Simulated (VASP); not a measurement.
Input of a VASP 6.6.1 run:

The input INCAR:

```
  PREC = Accurate
  ENCUT = 520
  EDIFF = 1E-7
  ISMEAR = 0
  SIGMA = 0.01
  LREAL = False
  LASPH = True
  NELM = 80
  ALGO = Normal
  ISIF = 2
  LWAVE = False
  LCHARG = True
  GGA = PE
  LELF = True
  LVHAR = True
  NBANDS = 16
```

File KPOINTS:

```
Automatic mesh
0
Gamma
  10 10 10
```

File POSCAR:

```
ZnS
1.0
    0.0000000000      2.6068539990      2.6068539990
    2.6068539990      0.0000000000      2.6068539990
    2.6068539990      2.6068539990      0.0000000000
Zn S
1 1
Direct
    0.0000000000      0.0000000000      0.0000000000
    0.7500000000      0.7500000000      0.7500000000
```

Potentials or basis: VASP PAW PBE potentials, release 64 (Zn, S).

Command:

```sh
$ cat potpaw_PBE.64/Zn/POTCAR potpaw_PBE.64/S/POTCAR > POTCAR
$ mpirun -np 1 vasp_std > vasp.out
```

(1) What does it give for the band gap on the k mesh?

(2) What does it give for the pressure?

## Answers

(1) 2.60 eV, direct.

(2) 12.2 GPa.
